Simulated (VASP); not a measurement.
# TiH2: single point with r2SCAN

The system is TiH2.

```
Ti H
1.0
    -1.57103    1.57103    2.02811
     1.57103   -1.57103    2.02811
     1.57103    1.57103   -2.02811
Ti H
1 2
Direct
  0.00000 0.00000 0.00000
  0.75000 0.25000 0.50000
  0.25000 0.75000 0.50000
```

```yaml
Program: VASP 6.6.1
Task: single point
Functional: r2SCAN
Potentials_or_basis: VASP PAW PBE potentials, release 64 (Ti_sv, H)
Cutoff: 520 eV
k_mesh: 18 × 18 × 18
Occupations: gaussian, width 0.1 eV
Spin: no spin polarisation
```

```
Pressure               : 10.8 GPa
Band gap on the k mesh : zero (bands 7 and 8 overlap by 0.76 eV)
```

Stress tensor (GPa, compression positive):
```
10.88  0.00  0.00
 0.00 10.88  0.00
 0.00  0.00 10.68
```

Levels at points of the mesh, in eV from the Fermi level:
```
           k point  band 3  band 4  band 5  band 6  band 7  band 8  band 9  band 10  band 11  band 12
(0.00, 0.00, 0.00)  -34.57  -34.55  -11.66   -0.46   -0.46    0.17    0.37     1.29     2.08    15.44
(0.50, 0.00, 0.00)  -34.67  -34.59   -8.18   -5.77   -0.60    0.31    2.51     2.78     5.56     7.14
(0.50, 0.50, 0.00)  -34.74  -34.68   -6.45   -6.25   -3.52    2.57    2.71     3.01     7.65     8.61
(0.50, 0.50, 0.50)  -34.80  -34.80   -7.33   -4.87   -3.36    2.69    2.79     2.79     7.56     7.56
```

Wall time 2.5 min on 1 thread of Intel(R) Xeon(R) 6975P-C (Granite Rapids) (shared host), peak memory 0.26 GiB.

Caveat: the cell stands under pressure; the PAW data sets were made with another functional, which shifts forces and pressure a little.
